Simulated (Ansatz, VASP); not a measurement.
Two plane-wave programs on Sn

```xyz
2
Lattice="0.0000 3.1320 3.2456 3.3592 0.0000 3.2456 3.3592 3.1320 0.0000" Properties=species:S:1:pos:R:3 pbc="T T T"
Sn    3.3592    3.1320    3.2456
Sn    5.0388    4.6980    4.8684
```

Change from the starting cell: strain +0.0350 x Voigt [1, -1, 0, 0, 0, 0], atoms carried along.

Alike in both runs: task single point; functional PBE; k mesh 12 × 12 × 12; occupations gaussian, width 0.15 eV; no spin polarisation.

|  | VASP | Ansatz |
| --- | --- | --- |
| version | VASP 6.6.1 | Ansatz 0.2.0 |
| potentials or method | VASP PAW PBE potentials, release 64 (Sn_d), cutoff 520 eV | scalar-relativistic, plane waves, PAW |
| valence electrons in the cell | 28 | 28 |

```csv
,VASP,Ansatz,Ansatz less VASP
gap on the k mesh at the Fermi level (eV),none,none,-
pressure (GPa),3.2,3.2,+0.07
"traceless stress, the component that is largest in VASP (GPa)",-1.06,-1.06,-0.002
```

A gap of «none» marks a metal or a gap that the smearing closes.
